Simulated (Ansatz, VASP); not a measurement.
**One calculation of Si2C, two programs**

```
Si C
1.0
     4.03000    0.00000    0.00000
    -2.01500    3.49008    0.00000
     0.00000    0.00000    7.37339
Si C
4 2
Direct
  0.33333 0.66667 0.74155
  0.33333 0.66667 0.25845
  0.66667 0.33333 0.74155
  0.66667 0.33333 0.25845
  0.33333 0.66667 0.00000
  0.66667 0.33333 0.00000
```

Alike in both runs: task relaxation of cell and atoms; functional PBE; k mesh 6 × 6 × 4; occupations gaussian, width 0.1 eV; no spin polarisation.

|  | VASP | Ansatz |
| --- | --- | --- |
| version | VASP 6.6.1 | Ansatz 0.2.0 |
| potentials or method | VASP PAW PBE potentials, release 64 (Si, C), cutoff 600 eV | scalar-relativistic, plane waves, PAW |
| valence electrons in the cell | 24 | 24 |

VASP gave:

| Quantity | Value |
| --- | --- |
| gap on the k mesh at the Fermi level, each at its own relaxed structure (eV) | none |
| relaxed volume (Å³/atom) | 17.34 |
| relaxed cell length with the largest relative difference (Å) | 7.320 |

Task: Which values does Ansatz return?

Result: gap on the k mesh at the Fermi level, each at its own relaxed structure (eV): none; relaxed volume (Å³/atom): 16.91; relaxed cell length with the largest relative difference (Å): 7.171.

A gap of «none» marks a metal or a gap that the smearing closes.
